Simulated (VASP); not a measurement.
# SiO2 (P4_2/nmc) in VASP: further runs

Aim: see how the results for SiO2 move with the level of theory and the settings. Levels: PBE, r2SCAN, PBEsol. Tasks: single point.

Everything below comes from runs of VASP 6.6.1. Logs are shortened: lines on timing, memory, paths and dates and some standing lists are left out, and cuts for length are marked.

## (1) The cell of the first run

Symmetry: P4_2/nmc, No. 137, tetragonal system. Conventional cell: a = 2.825 Å, b = 2.825 Å, c = 8.189 Å, α = 90.00°, β = 90.00°, γ = 90.00°. Within 2.2 Å of Si (site symmetry -4m2) lie 4 O at 1.64 Å. Within 2.2 Å of O (site symmetry 2mm) lie 2 Si at 1.64 Å.

## (2) Single point, PBE

Contents of INCAR:

```
SYSTEM = SiO2
PREC = Accurate
ENCUT = 520
EDIFF = 1E-7
ISMEAR = -1
SIGMA = 0.02
LREAL = .False.
LASPH = .True.
NELM = 100
ALGO = Normal
ISIF = 2
LWAVE = .False.
LCHARG = .True.
GGA = PE
LELF = .True.
LVHAR = .True.
NBANDS = 25
```

Contents of KPOINTS:

```
regular mesh
0
Gamma
  10 10 4
  0 0 0
```

Contents of POSCAR:

```
SiO2
1.0
    2.8254082387      0.0000000000      0.0000000000
    0.0000000000      2.8254082387      0.0000000000
    0.0000000000      0.0000000000      8.1888873168
Si O
2 4
Direct
    0.5000000000      0.5000000000      0.5000000000
    0.0000000000      0.0000000000      0.0000000000
    0.0000000000      0.5000000000      0.6020425943
    0.5000000000      0.0000000000      0.8979574057
    0.5000000000      0.0000000000      0.3979574057
    0.0000000000      0.5000000000      0.1020425943
```

Potentials or basis: VASP PAW PBE potentials, release 64 (Si, O).

On the command line:

```console
cat potpaw_PBE.64/Si/POTCAR potpaw_PBE.64/O/POTCAR > POTCAR
mpirun -np 1 vasp_std > vasp.out
```

OUTCAR:

```text
SYSTEM = SiO2
   PREC = Accurate
   ENCUT = 520
   EDIFF = 1E-7
   ISMEAR = -1
   LREAL = .False.
   LASPH = .True.
   NELM = 100
   ISIF = 2
   GGA = PE

 ion  position               nearest neighbor table
   1  0.500  0.500  0.500-   3 1.64   5 1.64   5 1.64   3 1.64
   2  0.000  0.000  0.000-   4 1.64   6 1.64   6 1.64   4 1.64
   3  0.000  0.500  0.602-   1 1.64   1 1.64
   4  0.500  0.000  0.898-   2 1.64   2 1.64
   5  0.500  0.000  0.398-   1 1.64   1 1.64
   6  0.000  0.500  0.102-   2 1.64   2 1.64

  LATTYP: Found a simple tetragonal cell.
 ALAT       =     2.8254082387
 C/A-ratio  =     2.8983023425

  Lattice vectors:

 A1 = (   2.8254082387,   0.0000000000,   0.0000000000)
 A2 = (   0.0000000000,   2.8254082387,   0.0000000000)
 A3 = (   0.0000000000,   0.0000000000,   8.1888873168)

Analysis of symmetry for initial positions (statically):
=====================================================================
 Subroutine PRICEL returns:
 Original cell was already a primitive cell.

 Routine SETGRP: Setting up the symmetry group for a
 simple tetragonal supercell.

 Subroutine GETGRP returns: Found 16 space group operations
 (whereof  8 operations were pure point group operations)
 out of a pool of 16 trial point group operations.

The static configuration has the point symmetry D_2d.
 The point group associated with its full space group is D_4h.

Analysis of symmetry for dynamics (positions and initial velocities):
=====================================================================
 Subroutine PRICEL returns:
 Original cell was already a primitive cell.

 Routine SETGRP: Setting up the symmetry group for a
 simple tetragonal supercell.

 Subroutine GETGRP returns: Found 16 space group operations
 (whereof  8 operations were pure point group operations)
 out of a pool of 16 trial point group operations.

The dynamic configuration has the point symmetry D_2d.
 The point group associated with its full space group is D_4h.

 Subroutine INISYM returns: Found 16 space group operations
 (whereof  8 operations are pure point group operations),
 and found     1 'primitive' translations

----------------------------------------------------------------------------------------

                                     Primitive cell

  volume of cell :      65.3713

  direct lattice vectors                    reciprocal lattice vectors
     2.825408239  0.000000000  0.000000000     0.353931155  0.000000000  0.000000000
     0.000000000  2.825408239  0.000000000     0.000000000  0.353931155  0.000000000
     0.000000000  0.000000000  8.188887317     0.000000000  0.000000000  0.122116713

  length of vectors
     2.825408239  2.825408239  8.188887317     0.353931155  0.353931155  0.122116713

  position of ions in fractional coordinates (direct lattice)
     0.500000000  0.500000000  0.500000000
     0.000000000  0.000000000  0.000000000
     0.000000000  0.500000000  0.602042594
     0.500000000  0.000000000  0.897957406
     0.500000000  0.000000000  0.397957406
     0.000000000  0.500000000  0.102042594

  ion indices of the primitive-cell ions
   primitive index   ion index
                 1           1
                 2           2
                 3           3
                 4           4
                 5           5
                 6           6

----------------------------------------------------------------------------------------

 KPOINTS: regular mesh

Automatic generation of k-mesh.
 Grid dimensions read from file:
 generate k-points for:   10   10    4

 Generating k-lattice:

  Cartesian coordinates                     Fractional coordinates (reciprocal lattice)
     0.035393115  0.000000000  0.000000000     0.100000000  0.000000000  0.000000000
     0.000000000  0.035393115  0.000000000     0.000000000  0.100000000  0.000000000
     0.000000000  0.000000000  0.030529178     0.000000000  0.000000000  0.250000000

  Length of vectors
     0.035393115  0.035393115  0.030529178

  Shift w.r.t. Gamma in fractional coordinates (k-lattice)
     0.000000000  0.000000000  0.000000000

 Subroutine IBZKPT returns following result:
 ===========================================

 Found     63 irreducible k-points:

 Following reciprocal coordinates:
            Coordinates               Weight
  0.000000  0.000000  0.000000      1.000000
  0.100000  0.000000  0.000000      4.000000
  0.200000  0.000000  0.000000      4.000000
  0.300000  0.000000  0.000000      4.000000
  0.400000  0.000000  0.000000      4.000000
  0.500000  0.000000  0.000000      2.000000
[... 16 lines left out ...]
  0.100000  0.000000  0.250000      8.000000
  0.200000  0.000000  0.250000      8.000000
 [... further k-points ...]
   k-points           NKPTS =     63   k-points in BZ     NKDIM =     63   number of bands    NBANDS=     25
   number of dos      NEDOS =    301   number of ions     NIONS =      6
   total plane-waves  NPLWV =  36864
[... 69 lines left out ...]

 k-point     1 :       0.0000    0.0000    0.0000
  band No.  band energies     occupation
      1     -17.2772      2.00000
      2     -17.1154      2.00000
      3     -14.6740      2.00000
      4     -14.4267      2.00000
      5      -1.7449      2.00000
      6      -1.7449      2.00000
[... 17 lines left out ...]
     24      18.4602      0.00000
     25      18.5100      0.00000

 k-point     2 :       0.1000    0.0000    0.0000
  band No.  band energies     occupation
      1     -17.1814      2.00000
      2     -17.0232      2.00000
      3     -14.6728      2.00000
      4     -14.4406      2.00000
      5      -2.2454      2.00000
      6      -2.2019      2.00000
[... 17 lines left out ...]
     24      17.9409      0.00000
     25      18.1977      0.00000

 k-point     3 :       0.2000    0.0000    0.0000
  band No.  band energies     occupation
      1     -16.9050      2.00000
      2     -16.7586      2.00000
      3     -14.6887      2.00000
      4     -14.5009      2.00000
      5      -3.2516      2.00000
      6      -3.1338      2.00000
[... 17 lines left out ...]
     24      17.3873      0.00000
     25      17.4538      0.00000

 k-point     4 :       0.3000    0.0000    0.0000
  band No.  band energies     occupation
      1     -16.4832      2.00000
      2     -16.3594      2.00000
      3     -14.7728      2.00000
      4     -14.6530      2.00000
      5      -4.1546      2.00000
      6      -4.0413      2.00000
[... 17 lines left out ...]
     24      16.6128      0.00000
     25      16.6752      0.00000

 k-point     5 :       0.4000    0.0000    0.0000
  band No.  band energies     occupation
      1     -15.9836      2.00000
      2     -15.8988      2.00000
      3     -14.9751      2.00000
      4     -14.9324      2.00000
      5      -4.7438      2.00000
      6      -4.6745      2.00000
[... 17 lines left out ...]
     24      15.9867      0.00000
     25      16.4725      0.00000

 k-point     6 :       0.5000    0.0000    0.0000
  band No.  band energies     occupation
      1     -15.6036      2.00000
      2     -15.6036      2.00000
      3     -15.1998      2.00000
      4     -15.1998      2.00000
      5      -4.9218      2.00000
      6      -4.9218      2.00000
[... 17 lines left out ...]
     24      15.7583      0.00000
     25      16.1757      0.00000
[... 393 lines left out ...]
 k-point    21 :       0.5000    0.5000    0.0000
  band No.  band energies     occupation
      1     -14.8037      2.00000
      2     -14.8037      2.00000
      3     -14.7880      2.00000
      4     -14.7880      2.00000
      5      -5.7226      2.00000
      6      -5.7226      2.00000
[... 17 lines left out ...]
     24      16.3506      0.00000
     25      17.2384      0.00000

 k-point    22 :       0.0000    0.0000    0.2500
  band No.  band energies     occupation
      1     -17.2551      2.00000
      2     -17.1409      2.00000
      3     -14.6362      2.00000
      4     -14.4615      2.00000
      5      -1.7407      2.00000
      6      -1.7407      2.00000
[... 17 lines left out ...]
     24      18.4133      0.00000
     25      18.5104      0.00000

 k-point    23 :       0.1000    0.0000    0.2500
  band No.  band energies     occupation
      1     -17.1598      2.00000
      2     -17.0481      2.00000
      3     -14.6372      2.00000
      4     -14.4731      2.00000
      5      -2.2890      2.00000
      6      -2.1706      2.00000
[... 17 lines left out ...]
     24      17.9553      0.00000
     25      18.2446      0.00000

 k-point    24 :       0.2000    0.0000    0.2500
  band No.  band energies     occupation
      1     -16.8849      2.00000
      2     -16.7816      2.00000
      3     -14.6596      2.00000
      4     -14.5268      2.00000
      5      -3.2632      2.00000
      6      -3.1282      2.00000
[... 17 lines left out ...]
     24      17.3833      0.00000
     25      17.4787      0.00000

 [... further k-points ...]
[... 5 lines left out ...]
  --------------------------------------------------------------------------------------
  -------------------------------------------------------------------------------------
  Total        2.9788120      2.9788120      2.4653816      0.0000000      0.0000000      0.0000000
  in kB       73.0073146     73.0073146     60.4237148      0.0000000      0.0000000      0.0000000
  external PRESSURE =      68.8127814 kB  Pullay stress =       0.0000000 kB

 VOLUME and BASIS-vectors are now :
 -----------------------------------------------------------------------------
  energy-cutoff  :      520.00
  volume of cell :       65.37
      direct lattice vectors                 reciprocal lattice vectors
     2.825408239  0.000000000  0.000000000     0.353931155  0.000000000  0.000000000
     0.000000000  2.825408239  0.000000000     0.000000000  0.353931155  0.000000000
     0.000000000  0.000000000  8.188887317     0.000000000  0.000000000  0.122116713

 POSITION                                       TOTAL-FORCE (eV/Angst)
 -----------------------------------------------------------------------------------
      1.41270      1.41270      4.09444         0.000000      0.000000      0.000000
      0.00000      0.00000      0.00000        -0.000000     -0.000000      0.000000
      0.00000      1.41270      4.93006        -0.000000     -0.000000      0.468119
      1.41270      0.00000      7.35327         0.000000     -0.000000     -0.468119
      1.41270      0.00000      3.25883        -0.000000     -0.000000     -0.468119
      0.00000      1.41270      0.83562        -0.000000      0.000000      0.468119
 -----------------------------------------------------------------------------------
    total drift:                                0.000000      0.000000      0.000000

  FREE ENERGIE OF THE ION-ELECTRON SYSTEM (eV)
  ---------------------------------------------------
  free  energy   TOTEN  =       -45.8487609718 eV

  energy  without entropy=      -45.8487609718  energy(sigma->0) =      -45.84876097
```

Run time: 70 s. Hardware: 1 thread of Intel Xeon Platinum 8259CL at 2.50GHz (Skylake/Cascade Lake), shared host; peak memory 0.22 GiB.

What came out:

```yaml
Free_energy: -45.8488 eV
Pressure: 6.9 GPa
Largest_force: 0.468 eV/Å
Band_gap_on_the_k_mesh: 5.20 eV, indirect (least direct gap 5.54 eV)
```

Forces on the atoms (eV/Å):
```
Si   0.000  0.000  0.000
Si   0.000  0.000  0.000
O    0.000  0.000  0.468
O    0.000  0.000 -0.468
O    0.000  0.000 -0.468
O    0.000  0.000  0.468
```

Levels at points of the mesh, in eV from the valence-band top:
```
           k point  band 12  band 13  band 14  band 15  band 16  band 17  band 18  band 19  band 20  band 21
(0.00, 0.00, 0.00)    -1.52    -0.54    -0.54    -0.34    -0.34     5.20     6.68     6.69     7.49    12.97
(0.50, 0.00, 0.00)    -1.89    -0.63    -0.63    -0.31    -0.31     8.20     8.20    10.44    10.44    11.87
(0.50, 0.50, 0.00)    -2.45    -2.10    -2.10    -0.66    -0.66     7.36     7.36     8.72     8.72    13.17
(0.00, 0.00, 0.50)    -2.04    -0.52    -0.52    -0.36    -0.36     5.89     5.89     7.08     7.08    12.78
(0.50, 0.00, 0.50)    -1.77    -0.72    -0.72    -0.31    -0.31     8.24     8.24    10.63    10.63    11.38
(0.50, 0.50, 0.50)    -2.28    -2.28    -2.28    -0.67    -0.67     8.01     8.01     8.01     8.01    13.25
```

## (3) Single point, r2SCAN

POSCAR is that of step 2.

Contents of INCAR.step1:

```
ALGO     = Normal         # electronic algorithm
EDIFF    = 1E-4           # SCF threshold, eV
ENCUT    = 520            # plane-wave cutoff, eV
GGA      = PE             # functional
ISMEAR   = 0              # smearing method
LASPH    = T              # aspherical terms in the spheres
LCHARG   = F              # write CHGCAR
LREAL    = F              # projectors in reciprocal space
LWAVE    = T              # write WAVECAR
NBANDS   = 25             # bands
NELM     = 100            # most SCF steps
PREC     = Accurate       # precision mode
SIGMA    = 0.01           # smearing width, eV
```

Contents of INCAR.step2:

```
ALGO     = Normal         # electronic algorithm
EDIFF    = 1E-6           # SCF threshold, eV
ENCUT    = 520            # plane-wave cutoff, eV
ISIF     = 2              # what is computed and relaxed
ISMEAR   = 0              # smearing method
ISTART   = 1            
LASPH    = T              # aspherical terms in the spheres
LCHARG   = F              # write CHGCAR
LMIXTAU  = T            
LREAL    = F              # projectors in reciprocal space
LWAVE    = F              # write WAVECAR
METAGGA  = R2SCAN         # meta-GGA
NBANDS   = 25             # bands
NELM     = 100            # most SCF steps
PREC     = Accurate       # precision mode
SIGMA    = 0.01           # smearing width, eV
```

Contents of KPOINTS:

```
k-points
0
Gamma
  10 10 4
```

Potentials or basis: VASP PAW PBE potentials, release 64 (Si, O).

On the command line:

```console
cat potpaw_PBE.64/Si/POTCAR potpaw_PBE.64/O/POTCAR > POTCAR
cp INCAR.step1 INCAR
mpirun -np 1 vasp_std > vasp.out
cp INCAR.step2 INCAR
mpirun -np 1 vasp_std > vasp.out
```

It took 3.1 min on 1 thread of AMD EPYC 9R45 (Zen 5), shared host; peak memory 0.2 GiB.

Results (log left out):

* Free energy: -58.0930 eV
* Pressure: 0.5 GPa
* Largest force: 0.026 eV/Å
* Band gap on the k mesh: 5.96 eV, indirect (least direct gap 6.30 eV)

Forces in eV/Å, atoms in the order of the input:
```
Si   0.000  0.000  0.000
Si   0.000  0.000  0.000
O    0.000  0.000  0.026
O    0.000  0.000 -0.026
O    0.000  0.000 -0.026
O    0.000  0.000  0.026
```

Stress tensor (GPa, compression positive):
```
 0.74  0.00  0.00
 0.00  0.74  0.00
 0.00  0.00 -0.10
```

Levels at points of the mesh, in eV from the valence-band top:
| k point | band 13 | band 14 | band 15 | band 16 | band 17 | band 18 | band 19 | band 20 |
| --- | --- | --- | --- | --- | --- | --- | --- | --- |
| (0.00, 0.00, 0.00) | -0.55 | -0.55 | -0.35 | -0.35 | 5.96 | 7.47 | 7.52 | 8.31 |
| (0.50, 0.00, 0.00) | -0.64 | -0.64 | -0.32 | -0.32 | 9.18 | 9.18 | 11.33 | 11.33 |
| (0.50, 0.50, 0.00) | -2.13 | -2.13 | -0.68 | -0.68 | 8.11 | 8.11 | 9.53 | 9.53 |
| (0.00, 0.00, 0.50) | -0.53 | -0.53 | -0.36 | -0.36 | 6.68 | 6.68 | 7.88 | 7.88 |
| (0.50, 0.00, 0.50) | -0.72 | -0.72 | -0.32 | -0.32 | 9.21 | 9.21 | 11.54 | 11.54 |
| (0.50, 0.50, 0.50) | -2.31 | -2.31 | -0.69 | -0.69 | 8.78 | 8.78 | 8.78 | 8.78 |

Caveat: the PAW data sets were made with another functional, which shifts forces and pressure a little. A k mesh can miss the band edges.

## (4) Single point, PBEsol

This run uses another cell than the first one, of 11.46 Å³/atom, 1.052 times its volume.

Contents of INCAR:

```
SYSTEM = SiO2
PREC = Accurate ; ENCUT = 520
EDIFF = 1E-6 ; ISMEAR = -1
SIGMA = 0.02 ; LREAL = .FALSE.
LASPH = .TRUE. ; NELM = 100
ALGO = Normal ; ISIF = 2
LWAVE = .FALSE. ; LCHARG = .FALSE.
GGA = PS ; NBANDS = 25
```

Contents of KPOINTS:

```
regular mesh
0
G
  8 8 4
  0 0 0
```

Contents of POSCAR:

```
SiO2
1.0
    2.8205094036      0.0000000000      0.0000000000
    0.0000000000      2.8205094036      0.0000000000
    0.0000000000      0.0000000000      8.6458758266
Si O
2 4
Direct
    0.0000000000      0.0000000000      0.0000000000
    0.5000000000      0.5000000000      0.5000000000
    0.0000000000      0.5000000000      0.4011854645
    0.0000000000      0.5000000000      0.9011854645
    0.5000000000      0.0000000000      0.5988145355
    0.5000000000      0.0000000000      0.0988145355
```

On the command line:

```console
cat potpaw_PBE.64/Si/POTCAR potpaw_PBE.64/O/POTCAR > POTCAR
mpirun -np 1 vasp_std > vasp.out
```

Wall time 24 s (1 thread of Intel Xeon 6975P-C (Granite Rapids), shared host); peak memory 0.2 GiB.

The run converged. Its results:

```
Free energy            : -47.9639 eV
Pressure               : 0.8 GPa
Largest force          : 0.059 eV/Å
Band gap on the k mesh : 5.04 eV, indirect (least direct gap 5.36 eV)
```

Forces on the atoms (eV/Å):
```
Si   0.000  0.000  0.000
Si   0.000  0.000  0.000
O    0.000  0.000 -0.059
O    0.000  0.000 -0.059
O    0.000  0.000  0.059
O    0.000  0.000  0.059
```

Stress tensor (GPa, compression positive):
```
1.06 0.00 0.00
0.00 1.06 0.00
0.00 0.00 0.17
```

Levels at points of the mesh, in eV from the valence-band top:
```csv
k point,band 13,band 14,band 15,band 16,band 17,band 18,band 19,band 20
"(0.00, 0.00, 0.00)",-0.44,-0.44,-0.32,-0.32,5.04,6.38,6.61,7.15
"(0.50, 0.00, 0.00)",-0.67,-0.67,-0.21,-0.21,8.15,8.15,10.29,10.29
"(0.50, 0.50, 0.00)",-2.11,-2.11,-0.67,-0.67,7.21,7.21,8.23,8.23
"(0.00, 0.00, 0.50)",-0.43,-0.43,-0.33,-0.33,5.66,5.66,6.88,6.88
"(0.50, 0.00, 0.50)",-0.73,-0.73,-0.21,-0.21,8.18,8.18,10.43,10.43
"(0.50, 0.50, 0.50)",-2.23,-2.23,-0.68,-0.68,7.70,7.70,7.70,7.70
```

Caveat: the PAW data sets were made with another functional, which shifts forces and pressure a little.

## (5) The runs side by side

```csv
level,cell,k mesh,smearing,gap on the mesh (eV),pressure (GPa),largest force (eV/Å)
PBE,"a = 2.825, b = 2.825, c = 8.189 Å, 6 atoms",10 × 10 × 4,fermi-dirac 0.02 eV,5.20,6.9,0.47
r2SCAN,"a = 2.825, b = 2.825, c = 8.189 Å, 6 atoms",10 × 10 × 4,gaussian 0.01 eV,5.96,0.5,0.03
PBEsol,"a = 2.821, b = 2.821, c = 8.646 Å, 6 atoms",8 × 8 × 4,fermi-dirac 0.02 eV,5.04,0.8,0.06
```

Alike in all rows: task single point; potentials or basis VASP PAW PBE potentials, release 64 (Si, O); no spin polarisation; cutoff (eV) 520.

Caveats: the PAW data sets were made with another functional, which shifts forces and pressure a little (some runs).

Total energies depend on the potentials used, so only differences within one code and one set of settings carry meaning.
